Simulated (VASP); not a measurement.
Runs of VASP 6.6.1 on Mo. The structure is that of space group Im-3m (No. 229), or close to it. The cells are those of the table. 

| cell | gap on the mesh (eV) | pressure (GPa) |
| --- | --- | --- |
| a = 2.739 Å, angles 109.9, 109.9, 108.7°, 1 atom | none | 0.4 |
| a = 2.698 Å, angles 108.7, 108.7, 111.1°, 1 atom | none | 13.5 |
| a = 2.712 Å, angles 109.1, 109.1, 110.3°, 1 atom | none | 8.8 |
| a = 2.753 Å, angles 110.3, 110.3, 107.9°, 1 atom | none | (a) |

Alike in all rows: task single point; level PBE; potentials or basis VASP PAW PBE potentials, release 64 (Mo_sv); no spin polarisation; k mesh 15 × 15 × 15; cutoff (eV) 500; smearing methfessel-paxton 0.1 eV.

Problem. Fill in the values left out.

Solution. (a) -3.3.

Caveats: the stress differs along the axes, from 10 to 20 GPa (at least some runs); the cell stands under pressure (at least some runs); the stress differs along the axes, from -9 to -1 GPa (at least some runs).

A k mesh can miss the band edges, and the runs leave out spin-orbit coupling on Mo.

A gap of «none» marks levels without a gap at the run's occupations.
